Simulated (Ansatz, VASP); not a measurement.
**Ni: VASP beside Ansatz**

The input INCAR:

```
ALGO = Fast ; EDIFF = 1E-6
ENCUT = 520 ; GGA = PE
ISIF = 2 ; ISMEAR = 0
ISPIN = 2 ; LASPH = T
LCHARG = T ; LELF = T
LMAXMIX = 4 ; LORBIT = 11
LREAL = F ; LVHAR = T
LWAVE = F ; MAGMOM = 1
NBANDS = 15 ; NELM = 150
PREC = Accurate ; SIGMA = 0.020999999999999998
```

Contents of KPOINTS:

```
k-points
0
Gamma
  13 13 13
```

The input POSCAR:

```
Ni
1.0
    0.0000000000      1.7375729330      1.7375729330
    1.7375729330      0.0000000000      1.7375729330
    1.7375729330      1.7375729330      0.0000000000
Ni
1
Direct
    0.0000000000      0.0000000000      0.0000000000
```

input.yaml

```yaml
crystal:
  lattice:
    - [0.0, 1.737572933, 1.737572933]
    - [1.737572933, 0.0, 1.737572933]
    - [1.737572933, 1.737572933, 0.0]
  atoms:
    - { symbol: Ni, position: [0.0, 0.0, 0.0], spin: 1.0 }
hamiltonian:
  xc: pbe
  pseudopotentials: { kind: paw }
magnetization:
  spin_polarized: true
kpoints:
  mp_grid: { grid: [13, 13, 13] }
scf:
  occupations: { method: gaussian, width: 0.021 }
output:
  forces: true
  stress: true
  eigenvalues: true
```

Alike in both runs: task single point; functional PBE; k mesh 13 × 13 × 13; occupations gaussian, width 0.021 eV; collinear spin.

|  | VASP | Ansatz |
| --- | --- | --- |
| version | VASP 6.6.1 | Ansatz 0.2.0 |
| potentials or method | VASP PAW PBE potentials, release 64 (Ni) | Ansatz PAW |
| plane-wave cutoff (eV) | 520 | 420 |
| valence electrons in the cell | 10 | 18 |

Ansatz gave:

| Property | Result |
| --- | --- |
| gap on the k mesh at the Fermi level (eV) | none |
| pressure (GPa) | 8.0 |
| net moment per atom (μB) | 0.64 |
| size of the moment on the site where the two differ most (μB) | 0.68 |

What did VASP give for the same quantities?

gap on the k mesh at the Fermi level (eV): none; pressure (GPa): 7.5; net moment per atom (μB): 0.62; size of the moment on the site where the two differ most (μB): 0.63.

Site moments also hang on the region over which each program counts them. A gap of «none» marks a metal or a gap that the smearing closes. With one functional, cell and mesh, what is left measures potentials, basis and numerics. VASP's potentials hold 10 valence electrons a cell and Ansatz's 18, so a difference there can come from the potentials and not from the codes.
